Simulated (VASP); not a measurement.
# SnSe2 (P-3m1) in VASP: further runs

The runs below take SnSe2 through single point, relaxation of cell and atoms, with PBEsol.

Everything below comes from runs of VASP 6.6.1. Logs are shortened: lines on timing, memory, paths and dates and some standing lists are left out, and cuts for length are marked.

## Step 1: The cell of the first run

It takes space group P-3m1 (No. 164, trigonal). Conventional cell: a = 3.724 Å, b = 3.724 Å, c = 5.326 Å, α = 90.00°, β = 90.00°, γ = 120.00°. Sn (site symmetry -3m) has 6 Se at 2.67 Å within 3.5 Å. Se (site symmetry 3m) has 3 Sn at 2.67 Å and 3 Se at 3.04 Å within 3.5 Å.

## Step 2: Single point, PBEsol

INCAR

```
SYSTEM = SnSe2
PREC = Accurate
ENCUT = 520
EDIFF = 1E-7
ISMEAR = -1
SIGMA = 0.1
LREAL = .FALSE.
LASPH = .TRUE.
NELM = 100
ALGO = Normal
ISIF = 2
LWAVE = .FALSE.
LCHARG = .TRUE.
GGA = PS
LELF = .TRUE.
LVHAR = .TRUE.
NBANDS = 20
```

KPOINTS

```
Automatic mesh
0
G
  15 15 8
  0 0 0
```

POSCAR

```
SnSe2
1.0
    3.7244369387      0.0000000000      0.0000000000
   -1.8622184694      3.2254570037      0.0000000000
    0.0000000000      0.0000000000      5.3260374817
Sn Se
1 2
Direct
    0.0000000000      0.0000000000      0.0000000000
    0.3333333333      0.6666666667      0.2980411360
    0.6666666667      0.3333333333      0.7019588640
```

Potentials or basis: VASP PAW PBE potentials, release 64 (Sn_d, Se).

Command:

```bash
cat potpaw_PBE.64/Sn_d/POTCAR potpaw_PBE.64/Se/POTCAR > POTCAR
mpirun -np 1 vasp_std > vasp.out
```

OUTCAR:

```text
SYSTEM = SnSe2
   PREC = Accurate
   ENCUT = 520
   EDIFF = 1E-7
   ISMEAR = -1
   LREAL = .FALSE.
   LASPH = .TRUE.
   NELM = 100
   ISIF = 2
   GGA = PS

 ion  position               nearest neighbor table
   1  0.000  0.000  0.000-   2 2.67   3 2.67   3 2.67   2 2.67   3 2.67   2 2.67
   2  0.333  0.667  0.298-   1 2.67   1 2.67   1 2.67
   3  0.667  0.333  0.702-   1 2.67   1 2.67   1 2.67

  LATTYP: Found a hexagonal cell.
 ALAT       =     3.7244369387
 C/A-ratio  =     1.4300248788

  Lattice vectors:

 A1 = (   3.7244369387,   0.0000000000,   0.0000000000)
 A2 = (  -1.8622184694,   3.2254570037,   0.0000000000)
 A3 = (   0.0000000000,   0.0000000000,   5.3260374817)

Analysis of symmetry for initial positions (statically):
=====================================================================
 Subroutine PRICEL returns:
 Original cell was already a primitive cell.

 Routine SETGRP: Setting up the symmetry group for a
 hexagonal supercell.

 Subroutine GETGRP returns: Found 12 space group operations
 (whereof 12 operations were pure point group operations)
 out of a pool of 24 trial point group operations.

The static configuration has the point symmetry D_3d.

Analysis of symmetry for dynamics (positions and initial velocities):
=====================================================================
 Subroutine PRICEL returns:
 Original cell was already a primitive cell.

 Routine SETGRP: Setting up the symmetry group for a
 hexagonal supercell.

 Subroutine GETGRP returns: Found 12 space group operations
 (whereof 12 operations were pure point group operations)
 out of a pool of 24 trial point group operations.

The dynamic configuration has the point symmetry D_3d.

 Subroutine INISYM returns: Found 12 space group operations
 (whereof 12 operations are pure point group operations),
 and found     1 'primitive' translations

----------------------------------------------------------------------------------------

                                     Primitive cell

  volume of cell :      63.9817

  direct lattice vectors                    reciprocal lattice vectors
     3.724436939  0.000000000  0.000000000     0.268496961  0.155016793  0.000000000
    -1.862218469  3.225457004  0.000000000     0.000000000  0.310033586  0.000000000
     0.000000000  0.000000000  5.326037482     0.000000000  0.000000000  0.187756846

  length of vectors
     3.724436939  3.724436939  5.326037482     0.310033586  0.310033586  0.187756846

  position of ions in fractional coordinates (direct lattice)
     0.000000000  0.000000000  0.000000000
     0.333333333  0.666666667  0.298041136
     0.666666667  0.333333333  0.701958864

  ion indices of the primitive-cell ions
   primitive index   ion index
                 1           1
                 2           2
                 3           3

----------------------------------------------------------------------------------------

 KPOINTS: Automatic mesh

Automatic generation of k-mesh.
 Grid dimensions read from file:
 generate k-points for:   15   15    8

 Generating k-lattice:

  Cartesian coordinates                     Fractional coordinates (reciprocal lattice)
     0.017899797  0.010334453  0.000000000     0.066666667 -0.000000000  0.000000000
     0.000000000  0.020668906  0.000000000     0.000000000  0.066666667  0.000000000
     0.000000000  0.000000000  0.023469606     0.000000000  0.000000000  0.125000000

  Length of vectors
     0.020668906  0.020668906  0.023469606

  Shift w.r.t. Gamma in fractional coordinates (k-lattice)
     0.000000000  0.000000000  0.000000000

 Subroutine IBZKPT returns following result:
 ===========================================

 Found    192 irreducible k-points:

 Following reciprocal coordinates:
            Coordinates               Weight
  0.000000  0.000000  0.000000      1.000000
  0.066667  0.000000  0.000000      6.000000
  0.133333 -0.000000  0.000000      6.000000
  0.200000  0.000000  0.000000      6.000000
  0.266667 -0.000000  0.000000      6.000000
  0.333333  0.000000  0.000000      6.000000
[... 16 lines left out ...]
  0.333333  0.200000  0.000000     12.000000
  0.400000  0.200000  0.000000      6.000000
 [... further k-points ...]
   k-points           NKPTS =    192   k-points in BZ     NKDIM =    192   number of bands    NBANDS=     20
   number of dos      NEDOS =    301   number of ions     NIONS =      3
   total plane-waves  NPLWV =  31360
   dimension x,y,z NGX =    28 NGY =   28 NGZ =   40
   dimension x,y,z NGXF=    56 NGYF=   56 NGZF=   80
   ions per type =               1   2
   NGX,Y,Z   is equivalent  to a cutoff of  12.50, 12.50, 12.49 a.u.
   NGXF,Y,Z  is equivalent  to a cutoff of  25.00, 25.00, 24.97 a.u.
 SYSTEM =  SnSe2
   PREC   = accura    normal or accurate (medium, high low for compatibility)
   ISTART =      0    job   : 0-new  1-cont  2-samecut
   ICHARG =      2    charge: 1-file 2-atom 10-const
   ISPIN  =      1    spin polarized calculation?
   LNONCOLLINEAR =      F non collinear calculations
   LSORBIT =      F    spin-orbit coupling
   LASPH  =      T    aspherical Exc in radial PAW
   ENCUT  =  520.0 eV  38.22 Ry    6.18 a.u.   6.92  6.92  9.90*2*pi/ulx,y,z
   NELM   =    100;   NELMIN=  2; NELMDL= -5     # of ELM steps
   EDIFF  = 0.1E-06   stopping-criterion for ELM
   LREAL  =      F    real-space projection
   EDIFFG = 0.1E-05   stopping-criterion for IOM
   NSW    =      0    number of steps for IOM
   IBRION =     -1    ionic relax: 0-MD 1-quasi-New 2-CG
   NFREE  =      0    steps in history (QN), initial steepest desc. (CG)
   ISIF   =      2    stress and relaxation
   ISYM   =      2    0-nonsym 1-usesym 2-fastsym
   POTIM  = 0.5000    time-step for ionic-motion
   TEBEG  =    0.0;   TEEND  =   0.0 temperature during run
   PSTRESS=    0.0 pullay stress
   NELECT =      26.0000    total number of electrons
   NUPDOWN=      -1.0000    fix difference up-down
   EMIN   =  10.00;   EMAX   =-10.00  energy-range for DOS
   EFERMI =   0.00;   METHOD = LEGACY
   ISMEAR =    -1;   SIGMA  =   0.10  broadening in eV -4-tet -1-fermi 0-gaus
   EFERMI_NEDOS =   21; number of points for ismear=-14 and -15
   IALGO  =     38    algorithm
   IMIX   =      4    mixing-type and parameters
     AMIX     =   0.40;   BMIX     =  1.00
     AMIX_MAG =   1.60;   BMIX_MAG =  1.00
  volume/ion in A,a.u.               =      21.33       143.92
  Fermi-wavevector in a.u.,A,eV,Ry     =   1.212590  2.291462 20.005653  1.470374
  Thomas-Fermi vector in A             =   2.348069
   LORBIT       =      0    0 simple, 1 ext, 2 COOP (PROOUT), +10 PAW based schemes
   GGA     = PS    functional components
   LHFCALC =     F    Hartree Fock is set to
   AEXX    =    0.0000 exact exchange contribution
   IVDW    =     0    specifies the selected vdW correction
   LEPSILON=     F    determine dielectric tensor
   LRPA    =     F    only Hartree local field effects (RPA)
 non-spin polarized calculation
  energy-cutoff  :      520.00
  volume of cell :       63.98
 maximum number of plane-waves:      1737
   NGX = 13   NGY = 13   NGZ = 19

 number of electron      25.9999997 magnetization

 Free energy of the ion-electron system (eV)
  ---------------------------------------------------
  ext. energy  EPLUGINS =         0.00000000
  ---------------------------------------------------
  free energy    TOTEN  =       -12.67384007 eV

  energy without entropy =      -12.65011617  energy(sigma->0) =      -12.66197812

 E-fermi :   6.9212     XC(G=0): -10.6939

 val. band max:        6.9095529116   @ k =  -0.2667  -0.4000   0.1250
 cond. band min:       6.9541797472   @ k =   0.0667   0.0000   0.0000
 fundamental gap:      0.0446268357
 Fermi energy:         6.9211805807

 k-point     1 :       0.0000    0.0000    0.0000
  band No.  band energies     occupation
      1     -14.8335      2.00000
      2     -14.8335      2.00000
      3     -14.7898      2.00000
      4     -14.7693      2.00000
      5     -14.7693      2.00000
      6      -8.5794      2.00000
[... 12 lines left out ...]
     19      15.7438      0.00000
     20      15.7542      0.00000

 k-point     2 :       0.0667    0.0000    0.0000
  band No.  band energies     occupation
      1     -14.8361      2.00000
      2     -14.8313      2.00000
      3     -14.7882      2.00000
      4     -14.7709      2.00000
      5     -14.7691      2.00000
      6      -8.5300      2.00000
[... 12 lines left out ...]
     19      14.6216      0.00000
     20      15.5116      0.00000

 k-point     3 :       0.1333   -0.0000    0.0000
  band No.  band energies     occupation
      1     -14.8439      2.00000
      2     -14.8255      2.00000
      3     -14.7839      2.00000
      4     -14.7745      2.00000
      5     -14.7680      2.00000
      6      -8.3830      2.00000
[... 12 lines left out ...]
     19      14.1032      0.00000
     20      15.2438      0.00000

 k-point     4 :       0.2000    0.0000    0.0000
  band No.  band energies     occupation
      1     -14.8564      2.00000
      2     -14.8182      2.00000
      3     -14.7839      2.00000
      4     -14.7724      2.00000
      5     -14.7651      2.00000
      6      -8.1433      2.00000
[... 12 lines left out ...]
     19      14.0117      0.00000
     20      15.3619      0.00000

 k-point     5 :       0.2667   -0.0000    0.0000
  band No.  band energies     occupation
      1     -14.8717      2.00000
      2     -14.8122      2.00000
      3     -14.7894      2.00000
      4     -14.7636      2.00000
      5     -14.7594      2.00000
      6      -7.8211      2.00000
[... 12 lines left out ...]
     19      14.4974      0.00000
     20      15.9130      0.00000
[... 353 lines left out ...]
      6      -7.3443      2.00000
[... 12 lines left out ...]
     19      12.6032      0.00000
     20      17.5286      0.00000

 k-point    22 :       0.2667    0.2000    0.0000
  band No.  band energies     occupation
      1     -14.8803      2.00000
      2     -14.8255      2.00000
      3     -14.7853      2.00000
      4     -14.7644      2.00000
      5     -14.7418      2.00000
      6      -6.9600      2.00000
[... 12 lines left out ...]
     19      13.5346      0.00000
     20      17.8939      0.00000

 k-point    23 :       0.3333    0.2000    0.0000
  band No.  band energies     occupation
      1     -14.8833      2.00000
      2     -14.8287      2.00000
      3     -14.7860      2.00000
      4     -14.7569      2.00000
      5     -14.7426      2.00000
      6      -6.5879      2.00000
[... 12 lines left out ...]
     19      14.7646      0.00000
     20      17.8001      0.00000

 k-point    24 :       0.4000    0.2000    0.0000
  band No.  band energies     occupation
      1     -14.8843      2.00000
      2     -14.8298      2.00000
      3     -14.7864      2.00000
      4     -14.7517      2.00000
      5     -14.7453      2.00000
      6      -6.3901      2.00000
[... 12 lines left out ...]
     19      15.6966      0.00000
     20      17.0300      0.00000

 [... further k-points ...]
[... 5 lines left out ...]
  --------------------------------------------------------------------------------------
  -------------------------------------------------------------------------------------
  Total        4.0562655      4.0562655      4.0664864     -0.0000000      0.0000000      0.0000000
  in kB      101.5736035    101.5736035    101.8295459     -0.0000000      0.0000000      0.0000000
  external PRESSURE =     101.6589176 kB  Pullay stress =       0.0000000 kB

 VOLUME and BASIS-vectors are now :
 -----------------------------------------------------------------------------
  energy-cutoff  :      520.00
  volume of cell :       63.98
      direct lattice vectors                 reciprocal lattice vectors
     3.724436939  0.000000000  0.000000000     0.268496961  0.155016793  0.000000000
    -1.862218469  3.225457004  0.000000000     0.000000000  0.310033586  0.000000000
     0.000000000  0.000000000  5.326037482     0.000000000  0.000000000  0.187756846

 POSITION                                       TOTAL-FORCE (eV/Angst)
 -----------------------------------------------------------------------------------
      0.00000      0.00000      0.00000         0.000000      0.000000      0.000000
     -0.00000      2.15030      1.58738        -0.000000      0.000000      0.024520
      1.86222      1.07515      3.73866        -0.000000     -0.000000     -0.024520
 -----------------------------------------------------------------------------------
    total drift:                                0.000000     -0.000000      0.000000

  FREE ENERGIE OF THE ION-ELECTRON SYSTEM (eV)
  ---------------------------------------------------
  free  energy   TOTEN  =       -12.6738400722 eV

  energy  without entropy=      -12.6501161712  energy(sigma->0) =      -12.66197812
```

Wall time 4.4 min (1 thread of Intel Xeon Platinum 8259CL at 2.50GHz (Skylake/Cascade Lake), shared host); peak memory 0.35 GiB.

Results:

- Free energy: -12.6738 eV
- Pressure: 10.2 GPa
- Largest force: 0.025 eV/Å
- Band gap on the k mesh: zero (band 13 reaches 7.15 eV, above the bottom of band 14 at 6.26 eV)

Forces in eV/Å, atoms in the order of the input:
```
Sn   0.000  0.000  0.000
Se   0.000  0.000  0.025
Se   0.000  0.000 -0.025
```

Levels at points of the mesh, in eV from the Fermi level:
```
           k point  band 11  band 12  band 13  band 14  band 15  band 16
(0.00, 0.00, 0.00)    -1.19    -1.19    -0.21     0.56     2.73     4.41
(0.00, 0.00, 0.50)    -1.79    -0.63    -0.63     2.37     2.94     3.35
```

Caveat: the PAW data sets were made with another functional, which shifts forces and pressure a little; spin-orbit coupling is left out, which moves the levels of the heavy elements.

## Step 3: Relaxation of cell and atoms, PBEsol, target pressure 10 GPa, at which the enthalpy is minimised

This run uses another cell than the first one, of 21.49 Å³/atom, 1.007 times its volume.

INCAR

```
PREC = Accurate
ENCUT = 600
EDIFF = 1E-7
ISMEAR = -1
SIGMA = 0.1
LREAL = False
LASPH = True
NELM = 100
ALGO = Normal
ISIF = 3
LWAVE = False
LCHARG = False
GGA = PS
IBRION = 2
NSW = 80
EDIFFG = -0.002
PSTRESS = 100.0
```

KPOINTS

```
Automatic mesh
0
Gamma
  15 15 8
```

POSCAR

```
SnSe2
1.0
    3.7203576297      0.0000000000      0.0000000000
   -1.8601788149      3.2219242185      0.0000000000
    0.0000000000      0.0000000000      5.3776180897
Sn Se
1 2
Direct
    0.0000000000      0.0000000000      0.0000000000
    0.3333333333      0.6666666667      0.2932856350
    0.6666666667      0.3333333333      0.7067143650
```

Potentials or basis: VASP PAW PBE potentials, release 64 (Sn_d, Se).

Command:

```bash
cat potpaw_PBE.64/Sn_d/POTCAR potpaw_PBE.64/Se/POTCAR > POTCAR
mpirun -np 1 vasp_std > vasp.out
```

OUTCAR:

```text
PREC = Accurate
   ENCUT = 600
   EDIFF = 1E-7
   ISMEAR = -1
   LREAL = False
   LASPH = True
   NELM = 100
   ISIF = 3
   GGA = PS
   IBRION = 2
   NSW = 80
   EDIFFG = -0.002
   PSTRESS = 100.0

 ion  position               nearest neighbor table
   1  0.000  0.000  0.000-   2 2.66   3 2.66   3 2.66   2 2.66   3 2.66   2 2.66
   2  0.333  0.667  0.293-   1 2.66   1 2.66   1 2.66
   3  0.667  0.333  0.707-   1 2.66   1 2.66   1 2.66

  LATTYP: Found a hexagonal cell.
 ALAT       =     3.7203576297
 C/A-ratio  =     1.4454572987

  Lattice vectors:

 A1 = (   3.7203576297,   0.0000000000,   0.0000000000)
 A2 = (  -1.8601788149,   3.2219242185,   0.0000000000)
 A3 = (   0.0000000000,   0.0000000000,   5.3776180897)

[... 373 lines left out ...]

 number of electron      26.0000006 magnetization

 Free energy of the ion-electron system (eV)
  ---------------------------------------------------
  ext. energy  EPLUGINS =         0.00000000
  ---------------------------------------------------
  free energy    TOTEN  =       -12.67842694 eV

  energy without entropy =      -12.65419118  energy(sigma->0) =      -12.66630906

 E-fermi :   6.9078     XC(G=0): -10.6900

 val. band max:        6.8859673371   @ k =  -0.2667  -0.4000   0.1250
 cond. band min:       6.9316549704   @ k =   0.3333   0.2000   0.0000
 fundamental gap:      0.0456876333
 Fermi energy:         6.9078110633

 k-point     1 :       0.0000    0.0000    0.0000
  band No.  band energies     occupation
      1     -14.8399      2.00000
      2     -14.8399      2.00000
      3     -14.7967      2.00000
      4     -14.7764      2.00000
      5     -14.7764      2.00000
      6      -8.5823      2.00000
[... 457 lines left out ...]
      4     -14.7590      2.00000
      5     -14.7525      2.00000
      6      -6.4003      2.00000
[... 9 lines left out ...]
     16      12.1780      0.00000
     17      12.8503      0.00000

 [... further k-points ...]
[... 5 lines left out ...]
  --------------------------------------------------------------------------------------
  -------------------------------------------------------------------------------------
  Total        4.0018866      4.0018866      3.9991814     -0.0000000      0.0000000     -0.0000000
  in kB      100.1081390    100.1081390    100.0404677     -0.0000000      0.0000000     -0.0000000
  external PRESSURE =       0.0855819 kB  Pullay stress =     100.0000000 kB
[... 22 lines left out ...]
  energy  without entropy=      -12.6541911755  energy(sigma->0) =      -12.66630906

  enthalpy is  TOTEN    =        -8.6808632949 eV   P V=        3.9975636480

 reached required accuracy - stopping structural energy minimisation
```

CONTCAR:

```text
SnSe2
   1.00000000000000
     3.7271834672991715   -0.0000000000639940    0.0000000000000001
    -1.8635917337550980    3.2278355673316841   -0.0000000000000001
    -0.0000000000000001   -0.0000000000000000    5.3237027160074515
  Sn              Se
     1     2
Direct
     0.0000000000000000    0.0000000000000000    0.0000000000000000
     0.3333333332999970    0.6666666667000030    0.2985174485047670
     0.6666666667000030    0.3333333332999970    0.7014825514952328

  0.00000000E+00  0.00000000E+00  0.00000000E+00
  0.00000000E+00  0.00000000E+00  0.00000000E+00
  0.00000000E+00  0.00000000E+00  0.00000000E+00
```

It took 31 min on 1 thread of Intel Xeon Platinum 8259CL at 2.50GHz (Skylake/Cascade Lake), shared host; peak memory 0.42 GiB.

Results:

```
Free energy                                            : -12.6784 eV
Relaxed volume                                         : 21.35 Å³/atom
Relaxed cell                                           : a = 3.727 Å, b = 3.727 Å, c = 5.324 Å, α = 90.00°, β = 90.00°, γ = 120.00°
Space group after relaxing (to 0.05 Å)                 : P-3m1 (No. 164)
Energy change on relaxing (the enthalpy is what falls) : +7.2 meV/atom
Ionic steps                                            : 13
Pressure after relaxing                                : 10.0 GPa
Band gap on the k mesh                                 : zero (band 13 reaches 7.14 eV, above the bottom of band 14 at 6.23 eV)
```

Step by step:
```csv
step,energy change (eV),largest force (eV/Å),pressure (GPa),volume (Å³)
1,0.0000,0.1542,10.02,64.46
2,-0.0036,0.0776,9.72,64.49
3,-0.0056,0.0128,9.45,64.52
4,0.0128,0.0078,9.88,64.21
5,0.0211,0.0056,10.07,64.07
6,0.0211,0.0072,10.07,64.07
7,0.0214,0.0121,10.07,64.06
8,0.0229,0.0218,10.08,64.03
9,0.0222,0.0182,10.07,64.04
10,0.0161,0.0013,9.85,64.14
11,0.0193,0.0090,9.97,64.09
12,0.0208,0.0044,10.00,64.06
13,0.0217,0.0018,10.01,64.05
```

Final structure:
```
CELL_PARAMETERS angstrom
3.72718 0.00000 0.00000
-1.86359 3.22784 0.00000
0.00000 0.00000 5.32370
ATOMIC_POSITIONS crystal
Sn 0.00000 0.00000 0.00000
Se 0.33333 0.66667 0.29852
Se 0.66667 0.33333 0.70148
```

Levels at points of the mesh, in eV from the Fermi level:
| k point | band 9 | band 10 | band 11 | band 12 | band 13 | band 14 | band 15 | band 16 | band 17 |
| --- | --- | --- | --- | --- | --- | --- | --- | --- | --- |
| (0.00, 0.00, 0.00) | -1.55 | -1.55 | -1.19 | -1.19 | -0.21 | 0.55 | 2.74 | 4.41 | 4.41 |
| (0.00, 0.00, 0.50) | -3.69 | -1.79 | -1.79 | -0.63 | -0.63 | 2.37 | 2.94 | 3.35 | 3.35 |

Caveat: the cell is relaxed towards a set pressure, so the enthalpy falls and the energy may rise; the PAW data sets were made with another functional, which shifts forces and pressure a little; spin-orbit coupling is left out, which moves the levels of the heavy elements.
